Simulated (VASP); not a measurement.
# HfC (P6_3/mmc) in VASP: further runs, part 2 of 2

VASP 6.6.1.

## (3) Single point, PBEsol, non-collinear spin, zero start, spin-orbit coupling

File INCAR:

```
SYSTEM = HfC
PREC     = Accurate       ! precision mode
ENCUT    = 520            ! plane-wave cutoff, eV
EDIFF    = 1E-6           ! SCF threshold, eV
ISMEAR   = -1             ! smearing method
SIGMA    = 0.05           ! smearing width, eV
LREAL    = .FALSE.        ! projectors in reciprocal space
LASPH    = .TRUE.         ! aspherical terms in the spheres
NELM     = 150            ! most SCF steps
ALGO     = Normal         ! electronic algorithm
ISIF     = 2              ! what is computed and relaxed
LWAVE    = .FALSE.        ! write WAVECAR
LCHARG   = .FALSE.        ! write CHGCAR
MAGMOM   = 0 0 0 0 0 0 0 0 0 0 0 0 ! initial moments
LORBIT   = 11             ! projections on sites
LSORBIT  = .TRUE.         ! spin-orbit coupling
GGA_COMPAT= .FALSE.      
LORBMOM  = .TRUE.       
LMAXMIX  = 4              ! l up to which the mixer works
GGA      = PS             ! functional
NBANDS   = 42             ! bands
```

File KPOINTS:

```
regular mesh
0
G
  7 7 4
  0 0 0
```

File POSCAR:

```
HfC
1.0
    3.3428660531      0.0000000000      0.0000000000
   -1.6714330265      2.8950069234      0.0000000000
    0.0000000000      0.0000000000      5.2027140000
Hf C
2 2
Direct
    0.3333333333      0.6666666667      0.2500000000
    0.6666666667      0.3333333333      0.7500000000
    0.0000000000      0.0000000000      0.5000000000
    0.0000000000      0.0000000000      0.0000000000
```

Potentials or basis: VASP PAW PBE potentials, release 64 (Hf_pv, C).

Run with:

```console
> cat potpaw_PBE.64/Hf_pv/POTCAR potpaw_PBE.64/C/POTCAR > POTCAR
> mpirun -np 1 vasp_ncl > vasp.out
```

OUTCAR:

```text
SYSTEM = HfC
   PREC = Accurate
   ENCUT = 520
   EDIFF = 1E-6
   ISMEAR = -1
   LREAL = .FALSE.
   LASPH = .TRUE.
   NELM = 150
   ISIF = 2
   LORBIT = 11
   LSORBIT = .TRUE.
   GGA = PS

 ion  position               nearest neighbor table
   1  0.333  0.667  0.250-   3 2.33   4 2.33   3 2.33   4 2.33   3 2.33   4 2.33   2 3.24   2 3.24
                             2 3.24   2 3.24   2 3.24   2 3.24
   2  0.667  0.333  0.750-   3 2.33   4 2.33   3 2.33   4 2.33   3 2.33   4 2.33   1 3.24   1 3.24
                             1 3.24   1 3.24   1 3.24   1 3.24
   3  0.000  0.000  0.500-   1 2.33   2 2.33   1 2.33   2 2.33   2 2.33   1 2.33
   4  0.000  0.000  0.000-   1 2.33   2 2.33   1 2.33   2 2.33   2 2.33   1 2.33

  LATTYP: Found a hexagonal cell.
 ALAT       =     3.3428660531
 C/A-ratio  =     1.5563632875

  Lattice vectors:

 A1 = (   3.3428660531,   0.0000000000,   0.0000000000)
 A2 = (  -1.6714330265,   2.8950069234,   0.0000000000)
 A3 = (   0.0000000000,   0.0000000000,   5.2027140000)

Analysis of symmetry for initial positions (statically):
=====================================================================
 Subroutine PRICEL returns:
 Original cell was already a primitive cell.

 Routine SETGRP: Setting up the symmetry group for a
 hexagonal supercell.

 Subroutine GETGRP returns: Found 24 space group operations
 (whereof 12 operations were pure point group operations)
 out of a pool of 24 trial point group operations.

The static configuration has the point symmetry D_3d.
 The point group associated with its full space group is D_6h.

Analysis of symmetry for dynamics (positions and initial velocities):
=====================================================================
 Subroutine PRICEL returns:
 Original cell was already a primitive cell.

 Routine SETGRP: Setting up the symmetry group for a
 hexagonal supercell.

 Subroutine GETGRP returns: Found 24 space group operations
 (whereof 12 operations were pure point group operations)
 out of a pool of 24 trial point group operations.

The dynamic configuration has the point symmetry D_3d.
 The point group associated with its full space group is D_6h.

Analysis of structural, dynamic, and magnetic symmetry:
[... 1259 lines left out ...]
  3         0.000   0.000   0.000
  4        -0.000   0.000  -0.000
 ----------------------------------------
            0.000  -0.000   0.000

 orbital moment (z)

 # of ion     p       d       tot
 ----------------------------------------
  1         0.000  -0.000  -0.000
  2         0.000  -0.000  -0.000
  3        -0.000   0.000  -0.000
  4         0.000   0.000   0.000
 ----------------------------------------
           -0.000  -0.000  -0.000

 Spin-Orbit-Coupling matrix elements

 Ion:    1  E_soc:     -1.3070900
 l=   1
     0.0000000    -0.2111045    -0.2108855
    -0.2111045     0.0000000    -0.2111045
    -0.2108855    -0.2111045     0.0000000
 l=   2
     0.0000000    -0.0014217     0.0000000    -0.0014217    -0.0052653
    -0.0014217     0.0000000    -0.0041188    -0.0012607    -0.0014217
     0.0000000    -0.0041188     0.0000000    -0.0041188     0.0000000
    -0.0014217    -0.0012607    -0.0041188     0.0000000    -0.0014217
    -0.0052653    -0.0014217     0.0000000    -0.0014217     0.0000000
 l=   3
     0.0000000     0.0000000     0.0000000     0.0000000     0.0000000     0.0000000     0.0000000
     0.0000000     0.0000000     0.0000000     0.0000000     0.0000000     0.0000000     0.0000000
     0.0000000     0.0000000     0.0000000     0.0000000     0.0000000     0.0000000     0.0000000
     0.0000000     0.0000000     0.0000000     0.0000000     0.0000000     0.0000000     0.0000000
[... 49 lines left out ...]
 l=   2
     0.0000000     0.0000000     0.0000000     0.0000000     0.0000000
     0.0000000     0.0000000     0.0000000     0.0000000     0.0000000
     0.0000000     0.0000000     0.0000000     0.0000000     0.0000000
     0.0000000     0.0000000     0.0000000     0.0000000     0.0000000
     0.0000000     0.0000000     0.0000000     0.0000000     0.0000000
 l=   3
     0.0000000     0.0000000     0.0000000     0.0000000     0.0000000     0.0000000     0.0000000
     0.0000000     0.0000000     0.0000000     0.0000000     0.0000000     0.0000000     0.0000000
     0.0000000     0.0000000     0.0000000     0.0000000     0.0000000     0.0000000     0.0000000
     0.0000000     0.0000000     0.0000000     0.0000000     0.0000000     0.0000000     0.0000000
     0.0000000     0.0000000     0.0000000     0.0000000     0.0000000     0.0000000     0.0000000
     0.0000000     0.0000000     0.0000000     0.0000000     0.0000000     0.0000000     0.0000000
     0.0000000     0.0000000     0.0000000     0.0000000     0.0000000     0.0000000     0.0000000

 total charge

# of ion       s       p       d       tot
------------------------------------------
    1        0.310   6.643   1.729   8.681
    2        0.310   6.643   1.729   8.681
    3        0.873   1.468   0.000   2.341
    4        0.873   1.468   0.000   2.341
--------------------------------------------------
tot          2.365  16.221   3.458  22.044

 magnetization (x)

# of ion       s       p       d       tot
------------------------------------------
    1        0.000   0.000   0.000   0.000
    2        0.000   0.000   0.000   0.000
    3        0.000   0.000   0.000   0.000
    4        0.000  -0.000   0.000  -0.000
--------------------------------------------------
tot          0.000   0.000   0.000   0.000

 magnetization (y)

# of ion       s       p       d       tot
------------------------------------------
    1        0.000   0.000  -0.000  -0.000
    2        0.000   0.000  -0.000   0.000
    3        0.000   0.000   0.000   0.000
    4        0.000  -0.000   0.000  -0.000
--------------------------------------------------
tot          0.000   0.000  -0.000   0.000

 magnetization (z)

# of ion       s       p       d       tot
------------------------------------------
    1        0.000   0.000   0.000   0.000
    2        0.000   0.000   0.000   0.000
    3        0.000   0.000   0.000   0.000
    4        0.000   0.000   0.000   0.000
--------------------------------------------------
tot          0.000   0.000   0.000   0.000
```

OSZICAR:

```text
N       E                     dE             d eps       ncg     rms          rms(c)
DAV:   1     0.108403103968E+03    0.10840E+03   -0.15033E+04  2016   0.131E+03
DAV:   2    -0.422657500580E+02   -0.15067E+03   -0.14382E+03  2446   0.329E+02
DAV:   3    -0.502339169630E+02   -0.79682E+01   -0.78611E+01  2534   0.557E+01
DAV:   4    -0.503517968019E+02   -0.11788E+00   -0.11742E+00  2550   0.702E+00
DAV:   5    -0.503531809290E+02   -0.13841E-02   -0.13836E-02  2512   0.735E-01    0.861E+01
DAV:   6    -0.451747789734E+02    0.51784E+01   -0.35278E+01  2312   0.232E+01    0.603E+01
DAV:   7    -0.449632102063E+02    0.21157E+00   -0.24614E+00  2330   0.819E+00    0.313E+01
DAV:   8    -0.449683287631E+02   -0.51186E-02   -0.16704E-01  2434   0.260E+00    0.876E+00
DAV:   9    -0.449240969948E+02    0.44232E-01   -0.14337E-01  2442   0.145E+00    0.145E+00
DAV:  10    -0.449215715599E+02    0.25254E-02   -0.24895E-02  2452   0.808E-01    0.990E-01
DAV:  11    -0.449207725643E+02    0.79900E-03   -0.24364E-03  2384   0.255E-01    0.157E-01
DAV:  12    -0.449206923472E+02    0.80217E-04   -0.42394E-04  2488   0.933E-02    0.516E-02
DAV:  13    -0.449206804825E+02    0.11865E-04   -0.27544E-05  2294   0.340E-02    0.101E-01
DAV:  14    -0.449206791380E+02    0.13445E-05   -0.59652E-06  2408   0.124E-02    0.306E-02
DAV:  15    -0.449206792118E+02   -0.73820E-07   -0.33088E-07  1344   0.359E-03
   1 F= -.44920679E+02 E0= -.44918277E+02  d E =-.480421E-02  mag=    -0.0000    -0.0000     0.0000
```

Wall time 77 s (1 thread of Intel Xeon Platinum 8488C (Sapphire Rapids), shared host); peak memory 0.34 GiB.

What came out:

```yaml
Free_energy: -44.9207 eV
Pressure: -7.9 GPa
Net_moment: 0.00 μB per cell
Valence_electrons_inside_the_program's_atomic_spheres: Hf 8.68; C 2.34
```

Moments on the atoms (μB; x, y, z):
```
Hf  0.00 0.00 0.00
Hf  0.00 0.00 0.00
C   0.00 0.00 0.00
C   0.00 0.00 0.00
```

Caveat: the PAW data sets were made with another functional, which shifts forces and pressure a little.
